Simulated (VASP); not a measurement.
# ZnS (F-43m) in VASP: notebook, part 2 of 2

VASP 6.6.1. The steps go on from the part before.

### 5 Single point, PBE (volume scaled by 1.10)

Input file INCAR:

```
SYSTEM = ZnS
PREC     = Accurate       ! precision mode
ENCUT    = 520            ! plane-wave cutoff, eV
EDIFF    = 1E-6           ! SCF threshold, eV
ISMEAR   = 0              ! smearing method
SIGMA    = 0.02           ! smearing width, eV
LREAL    = .False.        ! projectors in reciprocal space
LASPH    = .True.         ! aspherical terms in the spheres
NELM     = 60             ! most SCF steps
ALGO     = Normal         ! electronic algorithm
ISIF     = 2              ! what is computed and relaxed
LWAVE    = .False.        ! write WAVECAR
LCHARG   = .False.        ! write CHGCAR
GGA      = PE             ! functional
NBANDS   = 16             ! bands
```

Input file KPOINTS:

```
Automatic mesh
0
Gamma
  8 8 8
  0 0 0
```

Input file POSCAR:

```
ZnS
1.0
    0.0000000000      2.8094469129      2.8094469129
    2.8094469129      0.0000000000      2.8094469129
    2.8094469129      2.8094469129      0.0000000000
Zn S
1 1
Direct
    0.2500000000      0.2500000000      0.2500000000
    0.0000000000      0.0000000000      0.0000000000
```

Potentials or basis: VASP PAW PBE potentials, release 64 (Zn, S).

Command:

```
$ cat potpaw_PBE.64/Zn/POTCAR potpaw_PBE.64/S/POTCAR > POTCAR
$ mpirun -np 1 vasp_std > vasp.out
```

OUTCAR:

```text
SYSTEM = ZnS
   PREC = Accurate
   ENCUT = 520
   EDIFF = 1E-6
   ISMEAR = 0
   LREAL = .False.
   LASPH = .True.
   NELM = 60
   ISIF = 2
   GGA = PE

 ion  position               nearest neighbor table
   1  0.250  0.250  0.250-   2 2.43   2 2.43   2 2.43   2 2.43
   2  0.000  0.000  0.000-   1 2.43   1 2.43   1 2.43   1 2.43

  LATTYP: Found a face centered cubic cell.
 ALAT       =     5.6188938258

  Lattice vectors:

 A1 = (   0.0000000000,   2.8094469129,   2.8094469129)
 A2 = (   2.8094469129,   0.0000000000,   2.8094469129)
 A3 = (   2.8094469129,   2.8094469129,   0.0000000000)

Analysis of symmetry for initial positions (statically):
=====================================================================
 Subroutine PRICEL returns:
 Original cell was already a primitive cell.

 Routine SETGRP: Setting up the symmetry group for a
 face centered cubic supercell.

 Subroutine GETGRP returns: Found 24 space group operations
 (whereof 24 operations were pure point group operations)
 out of a pool of 48 trial point group operations.

The static configuration has the point symmetry T_d .

Analysis of symmetry for dynamics (positions and initial velocities):
=====================================================================
 Subroutine PRICEL returns:
 Original cell was already a primitive cell.

 Routine SETGRP: Setting up the symmetry group for a
 face centered cubic supercell.

 Subroutine GETGRP returns: Found 24 space group operations
 (whereof 24 operations were pure point group operations)
 out of a pool of 48 trial point group operations.

The dynamic configuration has the point symmetry T_d .

 Subroutine INISYM returns: Found 24 space group operations
 (whereof 24 operations are pure point group operations),
 and found     1 'primitive' translations

----------------------------------------------------------------------------------------

                                     Primitive cell

  volume of cell :      44.3499

  direct lattice vectors                    reciprocal lattice vectors
     0.000000000  2.809446913  2.809446913    -0.177970973  0.177970973  0.177970973
     2.809446913  0.000000000  2.809446913     0.177970973 -0.177970973  0.177970973
     2.809446913  2.809446913  0.000000000     0.177970973  0.177970973 -0.177970973

  length of vectors
     3.973157927  3.973157927  3.973157927     0.308254767  0.308254767  0.308254767

  position of ions in fractional coordinates (direct lattice)
     0.250000000  0.250000000  0.250000000
     0.000000000  0.000000000  0.000000000

  ion indices of the primitive-cell ions
   primitive index   ion index
                 1           1
                 2           2

----------------------------------------------------------------------------------------

 KPOINTS: Automatic mesh

Automatic generation of k-mesh.
 Grid dimensions read from file:
 generate k-points for:    8    8    8

 Generating k-lattice:

  Cartesian coordinates                     Fractional coordinates (reciprocal lattice)
    -0.022246372  0.022246372  0.022246372     0.125000000  0.000000000  0.000000000
     0.022246372 -0.022246372  0.022246372     0.000000000  0.125000000  0.000000000
     0.022246372  0.022246372 -0.022246372     0.000000000  0.000000000  0.125000000

  Length of vectors
     0.038531846  0.038531846  0.038531846

  Shift w.r.t. Gamma in fractional coordinates (k-lattice)
     0.000000000  0.000000000  0.000000000

 Subroutine IBZKPT returns following result:
 ===========================================

 Found     29 irreducible k-points:

 Following reciprocal coordinates:
            Coordinates               Weight
  0.000000  0.000000  0.000000      1.000000
  0.125000  0.000000  0.000000      8.000000
  0.250000  0.000000  0.000000      8.000000
  0.375000  0.000000  0.000000      8.000000
  0.500000  0.000000  0.000000      4.000000
  0.125000  0.125000  0.000000      6.000000
[... 16 lines left out ...]
  0.500000  0.250000  0.125000     48.000000
 -0.375000  0.250000  0.125000     24.000000
 [... further k-points ...]
   k-points           NKPTS =     29   k-points in BZ     NKDIM =     29   number of bands    NBANDS=     16
   number of dos      NEDOS =    301   number of ions     NIONS =      2
   total plane-waves  NPLWV =  27000
   dimension x,y,z NGX =    30 NGY =   30 NGZ =   30
   dimension x,y,z NGXF=    60 NGYF=   60 NGZF=   60
   ions per type =               1   1
   NGX,Y,Z   is equivalent  to a cutoff of  12.55, 12.55, 12.55 a.u.
   NGXF,Y,Z  is equivalent  to a cutoff of  25.11, 25.11, 25.11 a.u.
 SYSTEM =  ZnS
   PREC   = accura    normal or accurate (medium, high low for compatibility)
   ISTART =      0    job   : 0-new  1-cont  2-samecut
   ICHARG =      2    charge: 1-file 2-atom 10-const
   ISPIN  =      1    spin polarized calculation?
   LNONCOLLINEAR =      F non collinear calculations
   LSORBIT =      F    spin-orbit coupling
   LASPH  =      T    aspherical Exc in radial PAW
   ENCUT  =  520.0 eV  38.22 Ry    6.18 a.u.   7.39  7.39  7.39*2*pi/ulx,y,z
   NELM   =     60;   NELMIN=  2; NELMDL= -5     # of ELM steps
   EDIFF  = 0.1E-05   stopping-criterion for ELM
   LREAL  =      F    real-space projection
   EDIFFG = 0.1E-04   stopping-criterion for IOM
   NSW    =      0    number of steps for IOM
   IBRION =     -1    ionic relax: 0-MD 1-quasi-New 2-CG
   NFREE  =      0    steps in history (QN), initial steepest desc. (CG)
   ISIF   =      2    stress and relaxation
   ISYM   =      2    0-nonsym 1-usesym 2-fastsym
   POTIM  = 0.5000    time-step for ionic-motion
   TEBEG  =    0.0;   TEEND  =   0.0 temperature during run
   PSTRESS=    0.0 pullay stress
   NELECT =      18.0000    total number of electrons
   NUPDOWN=      -1.0000    fix difference up-down
   EMIN   =  10.00;   EMAX   =-10.00  energy-range for DOS
   EFERMI =   0.00;   METHOD = LEGACY
   ISMEAR =     0;   SIGMA  =   0.02  broadening in eV -4-tet -1-fermi 0-gaus
   EFERMI_NEDOS =   21; number of points for ismear=-14 and -15
   IALGO  =     38    algorithm
   IMIX   =      4    mixing-type and parameters
     AMIX     =   0.40;   BMIX     =  1.00
     AMIX_MAG =   1.60;   BMIX_MAG =  1.00
  volume/ion in A,a.u.               =      22.17       149.64
  Fermi-wavevector in a.u.,A,eV,Ry     =   1.212090  2.290518 19.989162  1.469162
  Thomas-Fermi vector in A             =   2.347585
   LORBIT       =      0    0 simple, 1 ext, 2 COOP (PROOUT), +10 PAW based schemes
   GGA     = PE    functional components
   LHFCALC =     F    Hartree Fock is set to
   AEXX    =    0.0000 exact exchange contribution
   IVDW    =     0    specifies the selected vdW correction
   LEPSILON=     F    determine dielectric tensor
   LRPA    =     F    only Hartree local field effects (RPA)
 non-spin polarized calculation
 Gauss-broadening in eV      SIGMA  =   0.02
  energy-cutoff  :      520.00
  volume of cell :       44.35
 maximum number of plane-waves:      1243
 NGX is ok and might be reduce to    30
   NGX = 15   NGY = 15   NGZ = 15

 number of electron      17.9999993 magnetization

 Free energy of the ion-electron system (eV)
  ---------------------------------------------------
  ext. energy  EPLUGINS =         0.00000000
  ---------------------------------------------------
  free energy    TOTEN  =        -6.78284449 eV

  energy without entropy =       -6.78284449  energy(sigma->0) =       -6.78284449

 E-fermi :   1.2014     XC(G=0):  -9.0906

 val. band max:        1.0910106769   @ k =   0.0000   0.0000   0.0000
 cond. band min:       2.7091646078   @ k =   0.0000   0.0000   0.0000
 fundamental gap:      1.6181539309
 Fermi energy:         1.2014243065

 k-point     1 :       0.0000    0.0000    0.0000
  band No.  band energies     occupation
      1     -11.3045      2.00000
      2      -4.8590      2.00000
      3      -4.8589      2.00000
      4      -4.8589      2.00000
      5      -4.4888      2.00000
      6      -4.4888      2.00000
[... 8 lines left out ...]
     15      12.7019      0.00000
     16      12.7019      0.00000

 k-point     2 :       0.1250    0.0000    0.0000
  band No.  band energies     occupation
      1     -11.2104      2.00000
      2      -4.8494      2.00000
      3      -4.8428      2.00000
      4      -4.8428      2.00000
      5      -4.4898      2.00000
      6      -4.4898      2.00000
[... 8 lines left out ...]
     15      12.1566      0.00000
     16      13.1115      0.00000
[... 387 lines left out ...]
      5      -4.4728      2.00000
      6      -4.4180      2.00000
[... 8 lines left out ...]
     15      14.2424      0.00000
     16      14.9501      0.00000

 k-point    24 :      -0.3750    0.2500    0.1250
  band No.  band energies     occupation
      1     -10.4573      2.00000
      2      -4.7509      2.00000
      3      -4.7154      2.00000
      4      -4.5169      2.00000
      5      -4.4775      2.00000
      6      -4.2767      2.00000
[... 8 lines left out ...]
     15      14.0951      0.00000
     16      14.8245      0.00000

 [... further k-points ...]
[... 5 lines left out ...]
  --------------------------------------------------------------------------------------
  -------------------------------------------------------------------------------------
  Total       -1.4516344     -1.4516344     -1.4516344      0.0000000      0.0000000     -0.0000000
  in kB      -52.4415301    -52.4415301    -52.4415301      0.0000000      0.0000000     -0.0000000
  external PRESSURE =     -52.4415301 kB  Pullay stress =       0.0000000 kB

 VOLUME and BASIS-vectors are now :
 -----------------------------------------------------------------------------
  energy-cutoff  :      520.00
  volume of cell :       44.35
      direct lattice vectors                 reciprocal lattice vectors
     0.000000000  2.809446913  2.809446913    -0.177970973  0.177970973  0.177970973
     2.809446913  0.000000000  2.809446913     0.177970973 -0.177970973  0.177970973
     2.809446913  2.809446913  0.000000000     0.177970973  0.177970973 -0.177970973

 POSITION                                       TOTAL-FORCE (eV/Angst)
 -----------------------------------------------------------------------------------
      1.40472      1.40472      1.40472         0.000000      0.000000      0.000000
      0.00000      0.00000      0.00000        -0.000000     -0.000000     -0.000000
 -----------------------------------------------------------------------------------
    total drift:                                0.000001      0.000001      0.000001

  FREE ENERGIE OF THE ION-ELECTRON SYSTEM (eV)
  ---------------------------------------------------
  free  energy   TOTEN  =        -6.7828444948 eV

  energy  without entropy=       -6.7828444948  energy(sigma->0) =       -6.78284449
```

Run time: 12 s. Hardware: 1 thread of Intel Xeon Platinum 8559C (Emerald Rapids), shared host; peak memory 0.17 GiB.

What came out:

```
Free energy            : -6.7828 eV
Pressure               : -5.2 GPa
Band gap on the k mesh : 1.62 eV, direct
```

Caveat: the cell differs from its parent crystal (volume scaled by 1.10).

### 6 Relaxation of cell and atoms, PBE

This run uses another cell than the first one, of 20.16 Å³/atom, 1.031 times its volume.

Input file INCAR:

```
SYSTEM = ZnS
PREC = Accurate
ENCUT = 600
EDIFF = 1E-6
ISMEAR = 0
SIGMA = 0.02
LREAL = .FALSE.
LASPH = .TRUE.
NELM = 100
ALGO = Normal
ISIF = 3
LWAVE = .FALSE.
LCHARG = .FALSE.
GGA = PE
IBRION = 2
NSW = 100
EDIFFG = -0.01
```

Input file KPOINTS:

```
Automatic mesh
0
G
  8 8 8
  0 0 0
```

Input file POSCAR:

```
ZnS
1.0
    0.0000000000      2.7215935586      2.7215935586
    2.7215935586      0.0000000000      2.7215935586
    2.7215935586      2.7215935586      0.0000000000
Zn S
1 1
Direct
    0.2500000000      0.2500000000      0.2500000000
    0.0000000000      0.0000000000      0.0000000000
```

Potentials or basis: VASP PAW PBE potentials, release 64 (Zn, S).

Command:

```
$ cat potpaw_PBE.64/Zn/POTCAR potpaw_PBE.64/S/POTCAR > POTCAR
$ mpirun -np 1 vasp_std > vasp.out
```

It took 13 s on 1 thread of Intel Xeon Platinum 8559C (Emerald Rapids), shared host; peak memory 0.18 GiB.

The run converged. Its results:

```yaml
Free_energy: -6.8524 eV
Relaxed_volume: 20.22 Å³/atom
Relaxed_cell: a = 3.853 Å, b = 3.853 Å, c = 3.853 Å, α = 60.00°, β = 60.00°, γ = 60.00°
Space_group_after_relaxing_to_0.05_Å: F-43m (No. 216)
Energy_gained_by_relaxing: 0.0 meV/atom
Ionic_steps: 2
Pressure_after_relaxing: 0.0 GPa
Band_gap_on_the_k_mesh: 2.01 eV, direct
```

Final structure:
```cif
data_structure
_symmetry_space_group_name_H-M 'P 1'
_symmetry_Int_Tables_number 1
_cell_length_a 3.8525
_cell_length_b 3.8525
_cell_length_c 3.8525
_cell_angle_alpha 60.000
_cell_angle_beta 60.000
_cell_angle_gamma 60.000
_cell_volume 40.43
loop_
_atom_site_label
_atom_site_type_symbol
_atom_site_fract_x
_atom_site_fract_y
_atom_site_fract_z
_atom_site_occupancy
Zn1 Zn 0.25000 0.25000 0.25000 1
S1 S 0.00000 0.00000 0.00000 1
```

Levels at points of the mesh, in eV from the valence-band top:
| k point | band 7 | band 8 | band 9 | band 10 | band 11 | band 12 |
| --- | --- | --- | --- | --- | --- | --- |
| (0.00, 0.00, 0.00) | 0.00 | 0.00 | 0.00 | 2.01 | 6.41 | 6.41 |
| (0.50, 0.00, 0.00) | -5.13 | -0.83 | -0.83 | 3.26 | 6.94 | 6.94 |
| (0.50, 0.50, 0.00) | -4.46 | -2.13 | -2.13 | 3.46 | 4.07 | 10.81 |

As with any semilocal functional, this PBE gap is likely too small.

### 7 Overview

| task | cell | cutoff (eV) | gap on the mesh (eV) | pressure (GPa) |
| --- | --- | --- | --- | --- |
| single point | a = 3.810 Å, angles 60.0°, 2 atoms | 520 | 2.15 | 2.5 |
| single point | a = 3.887 Å, angles 60.0°, 2 atoms | 520 | 1.89 | -1.8 |
| single point | a = 3.924 Å, angles 60.0°, 2 atoms | 520 | 1.77 | -3.4 |
| single point | a = 3.973 Å, angles 60.0°, 2 atoms | 520 | 1.62 | -5.2 |
| relaxation of cell and atoms | relaxed from a = 3.849 Å, angles 60.0°, 2 atoms | 600 | 2.01 | 0.0 |

Alike in all rows: level PBE; potentials or basis VASP PAW PBE potentials, release 64 (Zn, S); no spin polarisation; k mesh 8 × 8 × 8; smearing gaussian 0.02 eV.

Absolute energies hang on the potentials; compare differences alone.
